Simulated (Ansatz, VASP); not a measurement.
Ge in VASP and in Ansatz

```
Ge
1.0
     4.24600    0.00000    0.00000
    -2.12300    3.67714    0.00000
     0.00000    0.00000   28.00000
Ge
2
Direct
  0.33333 0.66667 0.51818
  0.66667 0.33333 0.48182
```

Alike in both runs: task single point; functional PBE; k mesh 12 × 12 × 1; occupations gaussian, width 0.1 eV; no spin polarisation.

|  | VASP | Ansatz |
| --- | --- | --- |
| version | VASP 6.6.1 | Ansatz 0.2.0 |
| potentials or method | VASP PAW PBE potentials, release 64 (Ge_d), cutoff 520 eV | scalar-relativistic, plane waves, PAW |
| valence electrons in the cell | 28 | 28 |

|  | VASP | Ansatz | Ansatz less VASP |
| --- | --- | --- | --- |
| gap on the k mesh at the Fermi level (eV) | none | none | - |
| rms of the force components (eV/Å) | 0.895 | 0.895 | +0.0006 |
| work function, face that differs most (eV) | 4.30 | 4.30 | -0.001 |

Atom by atom the forces differ by 0.001 eV/Å (rms over components). A gap of «none» marks a metal or a gap that the smearing closes. The functional is the same, so the differences come from potentials, cutoffs and numerics.
